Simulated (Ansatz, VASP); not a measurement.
# One calculation of V, two programs

```xyz
1
Lattice="-1.5144 1.5144 1.5144 1.5144 -1.5144 1.5144 1.5144 1.5144 -1.5144" Properties=species:S:1:pos:R:3 pbc="T T T"
V     0.0000    0.0000    0.0000
```

Alike in both runs: task relaxation of cell and atoms; functional RPBE; k mesh 12 × 12 × 12; occupations fermi-dirac, width 0.05 eV; collinear spin.

|  | VASP | Ansatz |
| --- | --- | --- |
| version | VASP 6.6.1 | Ansatz 0.2.0 |
| potentials or method | VASP PAW PBE potentials, release 64 (V_sv), cutoff 600 eV | all-electron LAPW, scalar-relativistic |

Ansatz gave:

```
net moment per atom (μB)                                        : 0.00
relaxed volume (Å³/atom)                                        : 13.78
relaxed length of the cell vector where the two differ most in proportion (Å) : 2.616
```

Estimate VASP's values.

net moment per atom (μB): 0.00; relaxed volume (Å³/atom): 13.81; relaxed length of the cell vector where the two differ most in proportion (Å): 2.618.

VASP's potentials were made for PBE, not for RPBE. Ansatz ran all-electron here, and VASP with PAW potentials.
